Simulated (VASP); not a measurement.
# Te2Pt (P-3m1) in VASP: a series of runs, part 2 of 2

VASP 6.6.1. Earlier steps stand in the parts before.

### 3 Relaxation of cell and atoms, PBEsol

This run uses another cell than the first one, of 24.29 Å³/atom, 0.997 times its volume.

Contents of INCAR:

```
SYSTEM = Te2Pt
PREC = Accurate
ENCUT = 500
EDIFF = 1E-7
ISMEAR = 0
SIGMA = 0.1
LREAL = .FALSE.
LASPH = .TRUE.
NELM = 120
ALGO = Normal
ISIF = 3
LWAVE = .FALSE.
LCHARG = .FALSE.
GGA = PS
IBRION = 2
NSW = 100
EDIFFG = -0.05
GGA_COMPAT = .FALSE.
NELMIN = 4
```

Contents of KPOINTS:

```
Automatic mesh
0
G
  6 6 4
  0 0 0
```

Contents of POSCAR:

```
Te2Pt
1.0
    4.0179999686      0.0000000000      0.0000000000
   -2.0089999843      3.4796900453      0.0000000000
    0.0000000000      0.0000000000      5.2120000000
Te Pt
2 1
Direct
    0.3333333333      0.6666666667      0.2500000000
    0.6666666667      0.3333333333      0.7500000000
    0.0000000000      0.0000000000      0.0000000000
```

Potentials or basis: VASP PAW PBE potentials, release 64 (Te, Pt).

Run with:

```bash
$ cat potpaw_PBE.64/Te/POTCAR potpaw_PBE.64/Pt/POTCAR > POTCAR
$ mpirun -np 1 vasp_std > vasp.out
```

OUTCAR:

```text
SYSTEM = Te2Pt
   PREC = Accurate
   ENCUT = 500
   EDIFF = 1E-7
   ISMEAR = 0
   LREAL = .FALSE.
   LASPH = .TRUE.
   NELM = 120
   ISIF = 3
   GGA = PS
   IBRION = 2
   NSW = 100
   EDIFFG = -0.05
   NELMIN = 4

 ion  position               nearest neighbor table
   1  0.333  0.667  0.250-   3 2.66   3 2.66   3 2.66   2 3.49   2 3.49   2 3.49   2 3.49   2 3.49
                             2 3.49
   2  0.667  0.333  0.750-   3 2.66   3 2.66   3 2.66   1 3.49   1 3.49   1 3.49   1 3.49   1 3.49
                             1 3.49
   3  0.000  0.000  0.000-   1 2.66   2 2.66   2 2.66   1 2.66   2 2.66   1 2.66

  LATTYP: Found a hexagonal cell.
 ALAT       =     4.0179999686
 C/A-ratio  =     1.2971627777

  Lattice vectors:

 A1 = (   4.0179999686,   0.0000000000,   0.0000000000)
 A2 = (  -2.0089999843,   3.4796900453,   0.0000000000)
 A3 = (   0.0000000000,   0.0000000000,   5.2120000000)

Analysis of symmetry for initial positions (statically):
=====================================================================
 Subroutine PRICEL returns:
 Original cell was already a primitive cell.

 Routine SETGRP: Setting up the symmetry group for a
 hexagonal supercell.

 Subroutine GETGRP returns: Found 12 space group operations
 (whereof 12 operations were pure point group operations)
 out of a pool of 24 trial point group operations.

The static configuration has the point symmetry D_3d.

Analysis of symmetry for dynamics (positions and initial velocities):
=====================================================================
 Subroutine PRICEL returns:
 Original cell was already a primitive cell.

 Routine SETGRP: Setting up the symmetry group for a
 hexagonal supercell.

 Subroutine GETGRP returns: Found 12 space group operations
 (whereof 12 operations were pure point group operations)
 out of a pool of 24 trial point group operations.

The dynamic configuration has the point symmetry D_3d.

 Subroutine INISYM returns: Found 12 space group operations
 (whereof 12 operations are pure point group operations),
 and found     1 'primitive' translations

----------------------------------------------------------------------------------------

                                     Primitive cell

  volume of cell :      72.8710

  direct lattice vectors                    reciprocal lattice vectors
     4.017999969  0.000000000  0.000000000     0.248880042  0.143690959  0.000000000
    -2.008999984  3.479690045  0.000000000     0.000000000  0.287381918  0.000000000
     0.000000000  0.000000000  5.212000000     0.000000000  0.000000000  0.191864927

  length of vectors
     4.017999969  4.017999969  5.212000000     0.287381918  0.287381918  0.191864927

  position of ions in fractional coordinates (direct lattice)
     0.333333333  0.666666667  0.250000000
     0.666666667  0.333333333  0.750000000
     0.000000000  0.000000000  0.000000000

  ion indices of the primitive-cell ions
   primitive index   ion index
                 1           1
                 2           2
                 3           3

----------------------------------------------------------------------------------------

 KPOINTS: Automatic mesh

[... 46 lines left out ...]
  0.333333  0.166667  0.500000     12.000000
  0.333333  0.333333  0.500000      2.000000
   k-points           NKPTS =     24   k-points in BZ     NKDIM =     24   number of bands    NBANDS=     15
   number of dos      NEDOS =    301   number of ions     NIONS =      3
   total plane-waves  NPLWV =  36000
   dimension x,y,z NGX =    30 NGY =   30 NGZ =   40
   dimension x,y,z NGXF=    60 NGYF=   60 NGZF=   80
   ions per type =               2   1
   NGX,Y,Z   is equivalent  to a cutoff of  12.41, 12.41, 12.76 a.u.
   NGXF,Y,Z  is equivalent  to a cutoff of  24.83, 24.83, 25.52 a.u.
 SYSTEM =  Te2Pt
   PREC   = accura    normal or accurate (medium, high low for compatibility)
   ISTART =      0    job   : 0-new  1-cont  2-samecut
   ICHARG =      2    charge: 1-file 2-atom 10-const
   ISPIN  =      1    spin polarized calculation?
   LNONCOLLINEAR =      F non collinear calculations
   LSORBIT =      F    spin-orbit coupling
   LASPH  =      T    aspherical Exc in radial PAW
   ENCUT  =  500.0 eV  36.75 Ry    6.06 a.u.   7.33  7.33  9.50*2*pi/ulx,y,z
   NELM   =    120;   NELMIN=  4; NELMDL= -5     # of ELM steps
   EDIFF  = 0.1E-06   stopping-criterion for ELM
   LREAL  =      F    real-space projection
   EDIFFG = -.5E-01   stopping-criterion for IOM
   NSW    =    100    number of steps for IOM
   IBRION =      2    ionic relax: 0-MD 1-quasi-New 2-CG
   NFREE  =      1    steps in history (QN), initial steepest desc. (CG)
   ISIF   =      3    stress and relaxation
   ISYM   =      2    0-nonsym 1-usesym 2-fastsym
   POTIM  = 0.5000    time-step for ionic-motion
   TEBEG  =    0.0;   TEEND  =   0.0 temperature during run
   PSTRESS=    0.0 pullay stress
   NELECT =      22.0000    total number of electrons
   NUPDOWN=      -1.0000    fix difference up-down
   EMIN   =  10.00;   EMAX   =-10.00  energy-range for DOS
   EFERMI =   0.00;   METHOD = LEGACY
   ISMEAR =     0;   SIGMA  =   0.10  broadening in eV -4-tet -1-fermi 0-gaus
   EFERMI_NEDOS =   21; number of points for ismear=-14 and -15
   IALGO  =     38    algorithm
   IMIX   =      4    mixing-type and parameters
     AMIX     =   0.40;   BMIX     =  1.00
     AMIX_MAG =   1.60;   BMIX_MAG =  1.00
  volume/ion in A,a.u.               =      24.29       163.92
  Fermi-wavevector in a.u.,A,eV,Ry     =   1.098240  2.075373 16.410423  1.206132
  Thomas-Fermi vector in A             =   2.234614
   LORBIT       =      0    0 simple, 1 ext, 2 COOP (PROOUT), +10 PAW based schemes
   GGA     = PS    functional components
   LHFCALC =     F    Hartree Fock is set to
   AEXX    =    0.0000 exact exchange contribution
   IVDW    =     0    specifies the selected vdW correction
   LEPSILON=     F    determine dielectric tensor
   LRPA    =     F    only Hartree local field effects (RPA)
 conjugate gradient relaxation of ions
 non-spin polarized calculation
 Gauss-broadening in eV      SIGMA  =   0.10
  energy-cutoff  :      500.00
  volume of cell :       72.87
 maximum number of plane-waves:      1892
 NGX is ok and might be reduce to    30
   NGX = 15   NGY = 15   NGZ = 19

--------------------------------------- Ionic step        1  -------------------------------------------

 number of electron      21.9999997 magnetization

 Free energy of the ion-electron system (eV)
  ---------------------------------------------------
  ext. energy  EPLUGINS =         0.00000000
  ---------------------------------------------------
  free energy    TOTEN  =       -15.22010360 eV

  energy without entropy =      -15.21591422  energy(sigma->0) =      -15.21800891

------------------------ aborting loop because EDIFF is reached ----------------------------------------

  FORCE on cell =-STRESS in cart. coord.  units (eV):
  Direction    XX          YY          ZZ          XY          YZ          ZX
  --------------------------------------------------------------------------------------
  -------------------------------------------------------------------------------------
  Total        1.5434252      1.5434252      1.2856919      0.0000000      0.0000000      0.0000000
  in kB       33.9344868     33.9344868     28.2678388      0.0000000      0.0000000      0.0000000
  external PRESSURE =      32.0456041 kB  Pullay stress =       0.0000000 kB
[... 92 lines left out ...]
  FREE ENERGIE OF THE ION-ELECTRON SYSTEM (eV)
  ---------------------------------------------------
  free  energy   TOTEN  =       -15.2492305550 eV

  energy  without entropy=      -15.2447619838  energy(sigma->0) =      -15.24699627

[... ionic steps 4 to 7 ...]

--------------------------------------- Ionic step        8  -------------------------------------------

 number of electron      21.9999995 magnetization

------------------------ aborting loop because EDIFF is reached ----------------------------------------
[... 69 lines left out ...]
--------------------------------------- Ionic step       10  -------------------------------------------

 number of electron      21.9999995 magnetization

 Free energy of the ion-electron system (eV)
  ---------------------------------------------------
  ext. energy  EPLUGINS =         0.00000000
  ---------------------------------------------------
  free energy    TOTEN  =       -15.26336001 eV

  energy without entropy =      -15.25883720  energy(sigma->0) =      -15.26109861

 E-fermi :   8.6511     XC(G=0): -10.7181

 val. band max:        8.6099043164   @ k =   0.1667   0.1667   0.0000
 cond. band min:       8.7429887995   @ k =   0.5000   0.0000   0.0000
 fundamental gap:      0.1330844831
 Fermi energy:         8.6510731058

 k-point     1 :       0.0000    0.0000    0.0000
  band No.  band energies     occupation
      1      -5.4698      2.00000
      2      -1.9657      2.00000
      3       1.8408      2.00000
      4       2.8989      2.00000
      5       2.8989      2.00000
      6       4.8724      2.00000
      7       4.8724      2.00000
      8       5.9578      2.00000
      9       8.1592      2.00000
     10       8.1592      2.00000
     11       9.5746      0.00000
     12       9.5746      0.00000
     13      10.2173      0.00000
     14      11.1970      0.00000
[... 443 lines left out ...]
  FREE ENERGIE OF THE ION-ELECTRON SYSTEM (eV)
  ---------------------------------------------------
  free  energy   TOTEN  =       -15.2633600121 eV

  energy  without entropy=      -15.2588371987  energy(sigma->0) =      -15.26109861

 reached required accuracy - stopping structural energy minimisation
```

It took 2.9 min on 1 thread of Intel Xeon Platinum 8259CL at 2.50GHz (Skylake/Cascade Lake), shared host; peak memory 0.21 GiB.

What came out:

| Property | Result |
| --- | --- |
| Free energy | -15.2634 eV |
| Relaxed volume | 24.29 Å³/atom |
| Relaxed cell | a = 4.035 Å, b = 4.035 Å, c = 5.169 Å, α = 90.00°, β = 90.00°, γ = 120.00° |
| Space group after relaxing (to 0.05 Å) | P-3m1 (No. 164) |
| Energy gained by relaxing | 14.4 meV/atom |
| Ionic steps | 10 |
| Pressure after relaxing | 0.0 GPa |
| Largest force after relaxing | 0.024 eV/Å |
| Band gap on the k mesh | zero (band 11 reaches 9.57 eV, above the bottom of band 12 at 8.43 eV) |

Forces in eV/Å, atoms in the order of the input:
```
Te   0.000  0.000 -0.024
Te   0.000  0.000  0.024
Pt   0.000  0.000  0.000
```

Stress tensor (GPa, compression positive):
```
 0.07  0.00  0.00
 0.00  0.07  0.00
 0.00  0.00 -0.04
```

Step by step:
| step | energy change (eV) | largest force (eV/Å) | pressure (GPa) | volume (Å³) |
| --- | --- | --- | --- | --- |
| 1 | 0.0000 | 0.7264 | 3.20 | 72.87 |
| 2 | 0.0375 | 0.3809 | -5.34 | 78.12 |
| 3 | -0.0291 | 0.2424 | -0.57 | 74.87 |
| 4 | -0.0291 | 0.2513 | -0.51 | 74.83 |
| 5 | -0.0358 | 0.1713 | -0.33 | 74.35 |
| 6 | -0.0402 | 0.0286 | 0.03 | 73.50 |
| 7 | -0.0422 | 0.0212 | -0.22 | 73.37 |
| 8 | -0.0427 | 0.0650 | -0.43 | 73.25 |
| 9 | -0.0430 | 0.0041 | 0.35 | 72.60 |
| 10 | -0.0433 | 0.0238 | 0.04 | 72.86 |

Final structure:
```xyz
3
Lattice="4.0346 0.0000 0.0000 -2.0173 3.4941 0.0000 0.0000 0.0000 5.1685" Properties=species:S:1:pos:R:3 pbc="T T T"
Te    0.0000    2.3294    1.3527
Te    2.0173    1.1647    3.8158
Pt    0.0000    0.0000    0.0000
```

Levels at points of the mesh, in eV from the Fermi level:
```
           k point  band 9  band 10  band 11  band 12  band 13  band 14
(0.00, 0.00, 0.00)   -0.49    -0.49     0.92     0.92     1.57     2.55
(0.50, 0.00, 0.00)   -3.42    -3.42    -2.90     0.09     2.60     3.84
(0.00, 0.00, 0.50)   -1.39    -1.24    -1.24     2.24     2.24     4.09
(0.50, 0.00, 0.50)   -3.25    -2.37    -0.74     0.35     1.35     4.26
```

Caveat: the PAW data sets were made with another functional, which shifts forces and pressure a little; spin-orbit coupling is left out, which moves the levels of the heavy elements; the relaxation stopped at a loose force limit of 0.05 eV/Å, so its end isn't a converged minimum.
